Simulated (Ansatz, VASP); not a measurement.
**Sn in VASP and in Ansatz**

INCAR

```
ALGO = Fast
EDIFF = 1E-7
ENCUT = 520
GGA = PS
ISIF = 2
ISMEAR = 0
LASPH = True
LCHARG = False
LREAL = False
LWAVE = False
NBANDS = 13
NELM = 100
PREC = Accurate
SIGMA = 0.15
```

The input KPOINTS:

```
k-points
0
Gamma
  20 20 20
```

File POSCAR:

```
Sn
1.0
   -1.6402120500      1.6867696500      2.2798834500
    1.6402120500     -1.6867696500      2.2798834500
    1.6402120500      1.6867696500     -2.2798834500
Sn
1
Direct
    0.0000000000      0.0000000000      0.0000000000
```

Input for Ansatz:

```yaml
crystal:
  lattice:
    - [-1.64021205, 1.68676965, 2.27988345]
    - [1.64021205, -1.68676965, 2.27988345]
    - [1.64021205, 1.68676965, -2.27988345]
  atoms:
    - { symbol: Sn, position: [0.0, 0.0, 0.0] }
basis:
  ecutwfc: 420
kpoints:
  mp_grid: { grid: [20, 20, 20] }
hamiltonian:
  xc: pbesol
scf:
  occupations: { method: gaussian, width: 0.15 }
output:
  forces: true
  stress: true
  eigenvalues: true
  write_density: true
  write_potential: true
  elf: true
  volumetric_format: npy
```

Change from the starting cell: strain -0.050 along x and y, -0.025 along z, atoms carried along.

Alike in both runs: task single point; functional PBEsol; k mesh 20 × 20 × 20; occupations gaussian, width 0.15 eV; no spin polarisation.

```csv
,VASP,Ansatz
version,VASP 6.6.1,Ansatz 0.2.0
potentials or method,"VASP PAW PBE potentials, release 64 (Sn_d), cutoff 520 eV","scalar-relativistic, plane waves, PAW"
valence electrons in the cell,14,14
```

|  | VASP | Ansatz | Ansatz less VASP |
| --- | --- | --- | --- |
| gap on the k mesh at the Fermi level (eV) | none | none | - |
| pressure (GPa) | 3.0 | 3.1 | +0.04 |
| traceless stress, the component that is largest in VASP (GPa) | 0.66 | 0.65 | -0.003 |

VASP's potentials were made for PBE, not for PBEsol. A gap of «none» marks a metal or a gap that the smearing closes.
